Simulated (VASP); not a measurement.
Write the native input for VASP 6.6.1 that does the following.

```
Task                   : single point
Functional             : PBE
Potentials or basis    : VASP PAW PBE potentials, release 64 (Ag)
Cutoff                 : 520 eV
k mesh                 : 15 × 15 × 15
Occupations            : fermi-dirac, width 0.1 eV
Spin                   : no spin polarisation
Dipole correction      : no
Further INCAR settings : ALGO = Normal; EDIFF = 1e-06; NBANDS = 18
```

The structure of Ag lies in POSCAR:

```
Ag
1.0
   -2.6608906731      2.6608906731      1.3950071283
    2.6608906731     -2.6608906731      1.3950071283
    2.6608906731      2.6608906731     -1.3950071283
Ag
2
Direct
   -0.3750000000     -0.1250000000     -0.2500000000
    0.3750000000      0.1250000000      0.2500000000
```

The input as run:

INCAR

```
PREC     = Accurate       # precision mode
ENCUT    = 520            # plane-wave cutoff, eV
EDIFF    = 1E-6           # SCF threshold, eV
ISMEAR   = -1             # smearing method
SIGMA    = 0.1            # smearing width, eV
LREAL    = False          # projectors in reciprocal space
LASPH    = True           # aspherical terms in the spheres
NELM     = 60             # most SCF steps
ALGO     = Normal         # electronic algorithm
ISIF     = 2              # what is computed and relaxed
LWAVE    = False          # write WAVECAR
LCHARG   = False          # write CHGCAR
GGA      = PE             # functional
NBANDS   = 18             # bands
```

KPOINTS

```
regular mesh
0
Gamma
  15 15 15
```

Potentials or basis: VASP PAW PBE potentials, release 64 (Ag).

Launch:

```sh
$ cat potpaw_PBE.64/Ag/POTCAR > POTCAR
$ mpirun -np 1 vasp_std > vasp.out
```

It gave:

- Pressure: -0.1 GPa
- Band gap on the k mesh: zero (bands 11 and 12 overlap by 5.13 eV)

Wall time 67 s on 1 thread of Intel(R) Xeon(R) 6975P-C (Granite Rapids) (shared host), peak memory 0.29 GiB.
